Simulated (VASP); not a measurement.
Si3Mo, 4 atoms in the cell. The structure is cubic, space group Fm-3m (No. 225). Conventional cell: a = 6.125 Å, b = 6.125 Å, c = 6.125 Å, α = 90.00°, β = 90.00°, γ = 90.00°. Si (site symmetry -43m) has 10 Si at 2.65 to 3.06 Å and 4 Mo at 2.65 Å within 3.5 Å. Si (site symmetry m-3m) has 8 Si at 2.65 Å and 6 Mo at 3.06 Å within 3.5 Å. Within 3.5 Å of Mo (site symmetry m-3m) lie 14 Si at 2.65 to 3.06 Å. 

* Program: VASP 6.6.1
* Task: relaxation of cell and atoms
* Functional: PBE
* Potentials or basis: VASP PAW PBE potentials, release 64 (Si, Mo_sv)
* Cutoff: 600 eV
* k mesh: 6 × 6 × 6
* Occupations: gaussian, width 0.1 eV
* Spin: no spin polarisation
* Dipole correction: no
* Further INCAR settings: ALGO = Normal; EDIFF = 1e-06; IBRION = 2; EDIFFG = -0.04; NSW = 90; ISIF = 3

Potentials or basis: VASP PAW PBE potentials, release 64 (Si, Mo_sv).

Run with:

```console
$ cat potpaw_PBE.64/Si/POTCAR potpaw_PBE.64/Mo_sv/POTCAR > POTCAR
$ mpirun -np 1 vasp_std > vasp.out
```

Hardware: 1 thread of AMD EPYC 9R45 96-Core Processor (Zen 5), with other jobs on the host.

Question: Estimate the wall time of this run.

Answer: Run time: 27 s on 1 thread of AMD EPYC 9R45 96-Core Processor (Zen 5), on a shared host, peak memory 0.19 GiB. Counts: scf iterations 29, k points 16, ion steps 3.
